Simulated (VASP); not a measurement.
Write the native input for VASP 6.6.1 that does the following.

* Task: single point
* Functional: LDA
* Potentials or basis: VASP PAW LDA potentials, release 64 (B, N)
* Cutoff: 520 eV
* k mesh: 10 × 10 × 10
* Occupations: gaussian, width 0.01 eV
* Spin: no spin polarisation
* Dipole correction: no
* Further INCAR settings: ALGO = Normal; EDIFF = 1e-07; NBANDS = 11

The structure of BN (Qingsongite) lies in POSCAR:

```
BN
1.0
    0.0000000000      1.8224386940      1.8224386940
    1.8224386940      0.0000000000      1.8224386940
    1.8224386940      1.8224386940      0.0000000000
B N
1 1
Direct
    0.0000000000      0.0000000000      0.0000000000
    0.2500000000      0.2500000000      0.2500000000
```

These files were run (other wordings do the same):

INCAR

```
PREC = Accurate
ENCUT = 520
EDIFF = 1E-7
ISMEAR = 0
SIGMA = 0.01
LREAL = False
LASPH = True
NELM = 100
ALGO = Normal
ISIF = 2
LWAVE = False
LCHARG = False
GGA = CA
NBANDS = 11
```

KPOINTS

```
Automatic mesh
0
Gamma
  10 10 10
```

Potentials or basis: VASP PAW LDA potentials, release 64 (B, N).

Launch:

```console
$ cat potpaw_LDA.64/B/POTCAR potpaw_LDA.64/N/POTCAR > POTCAR
$ mpirun -np 1 vasp_std > vasp.out
```

Results of the run:

```
Pressure               : -18.7 GPa
Band gap on the k mesh : 4.31 eV, indirect (least direct gap 8.57 eV)
```

Wall time 4.8 s on 1 thread of Intel(R) Xeon(R) Platinum 8259CL CPU @ 2.50GHz (Skylake/Cascade Lake), on a shared host, peak memory 0.11 GiB.
